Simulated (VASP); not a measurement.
Set up this calculation in VASP 6.6.1, as the native input.

| Quantity | Value |
| --- | --- |
| Task | single point |
| Functional | PBEsol |
| Potentials or basis | VASP PAW PBE potentials, release 64 (Pb_d, S) |
| Cutoff | 520 eV |
| k mesh | 4 × 4 × 2 |
| Occupations | methfessel-paxton, width 0.05 eV |
| Spin | no spin polarisation |
| Dipole correction | no |
| Further INCAR settings | ALGO = Normal; EDIFF = 1e-06; NBANDS = 28 |

The structure of PbS lies in POSCAR:

```
PbS
1.0
    2.9405000000     -2.9000000000      0.0000000000
    2.9405000000      2.9000000000      0.0000000000
   -1.0800500000      0.0000000000     12.7092900000
Pb S
2 2
Direct
    0.7664042339      0.7664042339      0.5863079661
    0.2191456481      0.2191456481      0.3350094325
    0.2597501594      0.2597501594      0.5515005948
    0.7257997227      0.7257997227      0.3698168038
```

These files were run (other wordings do the same):

INCAR

```
PREC = Accurate ; ENCUT = 520
EDIFF = 1E-6 ; ISMEAR = 1
SIGMA = 0.05 ; LREAL = False
LASPH = True ; NELM = 80
ALGO = Normal ; ISIF = 2
LWAVE = False ; LCHARG = True
GGA = PS ; LELF = True
LVHAR = True ; NBANDS = 28
```

KPOINTS

```
regular mesh
0
Gamma
  4 4 2
```

Potentials or basis: VASP PAW PBE potentials, release 64 (Pb_d, S).

Command:

```sh
$ cat potpaw_PBE.64/Pb_d/POTCAR potpaw_PBE.64/S/POTCAR > POTCAR
$ mpirun -np 1 vasp_std > vasp.out
```

It gave:

* Largest force: 0.673 eV/Å
* Band gap on the k mesh: 1.29 eV, direct

Caveat: the PAW data sets were made with another functional, which shifts forces and pressure a little; spin-orbit coupling is left out, which moves the levels of the heavy elements.

Wall time 69 s on 1 thread of Intel(R) Xeon(R) Platinum 8375C CPU @ 2.90GHz (Ice Lake), with other jobs on the host, peak memory 0.33 GiB.
